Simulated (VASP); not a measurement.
Here is a VASP 6.6.1 calculation.

File INCAR:

```
PREC = Accurate
ENCUT = 600
EDIFF = 1E-6
ISMEAR = -1
SIGMA = 0.15
LREAL = F
LASPH = T
NELM = 100
ALGO = Normal
ISIF = 3
LWAVE = F
LCHARG = F
GGA = PS
IBRION = 2
NSW = 80
EDIFFG = -0.001
```

Contents of KPOINTS:

```
Automatic mesh
0
Gamma
  20 20 20
```

Contents of POSCAR:

```
Ti
1.0
    0.0000000000      2.0279211513      2.0279211513
    2.0279211513      0.0000000000      2.0279211513
    2.0279211513      2.0279211513      0.0000000000
Ti
1
Direct
    0.0000000000      0.0000000000      0.0000000000
```

Potentials or basis: VASP PAW PBE potentials, release 64 (Ti_sv).

Command:

```console
$ cat potpaw_PBE.64/Ti_sv/POTCAR > POTCAR
$ mpirun -np 1 vasp_std > vasp.out
```

Question: Predict the space group after relaxing (to 0.05 Å).

Answer: Fm-3m (No. 225).

Question: What does it give for the relaxed volume?

Answer: 16.73 Å³/atom.

Final structure:
```cif
data_structure
_symmetry_space_group_name_H-M 'P 1'
_symmetry_Int_Tables_number 1
_cell_length_a 2.8708
_cell_length_b 2.8708
_cell_length_c 2.8708
_cell_angle_alpha 60.000
_cell_angle_beta 60.000
_cell_angle_gamma 60.000
_cell_volume 16.73
loop_
_atom_site_label
_atom_site_type_symbol
_atom_site_fract_x
_atom_site_fract_y
_atom_site_fract_z
_atom_site_occupancy
Ti1 Ti 0.00000 0.00000 0.00000 1
```

Caveat: the PAW data sets were made with another functional, which shifts forces and pressure a little. Zero-point motion and thermal expansion aren't in these numbers.
